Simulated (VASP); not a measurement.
# Si3Cl2: single point with PBE

Si3Cl2:

```
Si Cl
1.0
     5.01165    0.00000    0.00000
    -2.50582    4.34021    0.00000
     0.00000    0.00000    8.20102
Si Cl
3 2
Direct
  0.82383 0.17617 0.50000
  0.82383 0.64767 0.50000
  0.35233 0.17617 0.50000
  0.66667 0.33333 0.21928
  0.66667 0.33333 0.78072
```

The cell was built from a structure type or drawn by symmetry, and may not be a known phase.

- Program: VASP 6.6.1
- Task: single point
- Functional: PBE
- Potentials or basis: VASP PAW PBE potentials, release 64 (Si, Cl)
- Cutoff: 500 eV
- k mesh: 4 × 4 × 3
- Occupations: gaussian, width 0.2 eV
- Spin: no spin polarisation
- Dipole correction: no
- Further INCAR settings: ALGO = Normal; EDIFF = 1e-06; NBANDS = 21

| Property | Result |
| --- | --- |
| Pressure | 0.2 GPa |
| Largest force | 0.007 eV/Å |
| Band gap on the k mesh | zero (bands 13 and 14 overlap by 2.07 eV) |

Forces in eV/Å, atoms in the order of the input:
```
Si   0.003 -0.001  0.000
Si   0.000  0.003  0.000
Si  -0.003 -0.001  0.000
Cl   0.000  0.000 -0.007
Cl   0.000  0.000  0.007
```

Stress tensor (GPa, compression positive):
```
0.11 0.00 0.00
0.00 0.11 0.00
0.00 0.00 0.25
```

Levels at points of the mesh, in eV from the Fermi level:
```tsv
k point	band 11	band 12	band 13	band 14	band 15	band 16
(0.00, 0.00, 0.00)	-1.98	-1.95	-1.24	-1.24	0.49	3.36
(0.50, 0.00, 0.00)	-2.05	-1.86	0.83	1.95	1.96	2.96
```

It took 33 s on 1 thread of Intel(R) Xeon(R) Platinum 8488C (Sapphire Rapids), on a shared host, peak memory 0.28 GiB.

Caveat: the k points lie up to 0.36 Å⁻¹ apart, too coarse for converged energies and pressures of a metal; this functional lacks dispersion, which binds the layers, so the pressure and a relaxed spacing across them are unreliable.
